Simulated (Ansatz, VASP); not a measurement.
# C in VASP and in Ansatz

```
CELL_PARAMETERS angstrom
0.00000 1.84798 1.77690
1.84798 0.00000 1.77690
1.84798 1.84798 0.00000
ATOMIC_POSITIONS crystal
C 0.50000 0.50000 0.50000
C 0.75000 0.75000 0.75000
```

Change from the starting cell: strain +0.040 along x and y, +0.000 along z, atoms carried along.

Alike in both runs: task single point; functional PBEsol; k mesh 12 × 12 × 12; occupations gaussian, width 0.05 eV; no spin polarisation.

```csv
,VASP,Ansatz
version,VASP 6.6.1,Ansatz 0.2.0
potentials or method,"VASP PAW PBE potentials, release 64 (C), cutoff 520 eV","scalar-relativistic, plane waves, PAW"
valence electrons in the cell,8,8
```

|  | VASP | Ansatz | Ansatz less VASP |
| --- | --- | --- | --- |
| gap on the k mesh at the Fermi level (eV) | 2.95 | 2.96 | +0.008 |
| least direct gap on the mesh (eV) | 4.70 | 4.70 | +0.003 |
| pressure (GPa) | -29.7 | -30.5 | -0.73 |
| traceless stress, the component that is largest in VASP (GPa) | 21.42 | 21.43 | +0.011 |

VASP's potentials were made for PBE, not for PBEsol. Both programs put the cell under strong tension, so it lies far from rest at this level.
